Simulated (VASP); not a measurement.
ZnCd2Te3, 6 atoms in the cell. It takes space group P6/mmm (No. 191, hexagonal). The conventional cell has a = 4.776 Å, b = 4.776 Å, c = 9.153 Å, α = 90.00°, β = 90.00°, γ = 120.00°. Zn (site symmetry 6/mmm) has 2 Te at 1.98 Å within 2.6 Å. Within 3.6 Å of Cd (site symmetry -6m2) lie 3 Cd at 2.76 Å and 3 Zn at 2.76 Å and 6 Te at 3.39 Å. Within 2.6 Å of Te (site symmetry 6mm) lie 1 Zn at 1.98 Å and 1 Te at 2.60 Å. Te (site symmetry 6/mmm) has 2 Te at 2.60 Å within 3.4 Å. The cell was generated, and may not be a known phase.

* Program: VASP 6.6.1
* Task: single point
* Functional: PBE
* Potentials or basis: VASP PAW PBE potentials, release 64 (Zn, Cd, Te)
* Cutoff: 520 eV
* k mesh: 6 × 6 × 2
* Occupations: gaussian, width 0.1 eV
* Spin: no spin polarisation
* Dipole correction: no
* Further INCAR settings: ALGO = Normal; EDIFF = 1e-06; NBANDS = 36

Potentials or basis: VASP PAW PBE potentials, release 64 (Zn, Cd, Te).

Run with:

```sh
$ cat potpaw_PBE.64/Zn/POTCAR potpaw_PBE.64/Cd/POTCAR potpaw_PBE.64/Te/POTCAR > POTCAR
$ mpirun -np 1 vasp_std > vasp.out
```

Hardware: 1 thread of Intel Xeon 8259CL, with other jobs on the host.

Question: How long does it take, and how much memory?

Answer: Wall time 2.8 min on 1 thread of Intel Xeon 8259CL, with other jobs on the host, peak memory 0.34 GiB. Counts: scf iterations 16, k points 14.
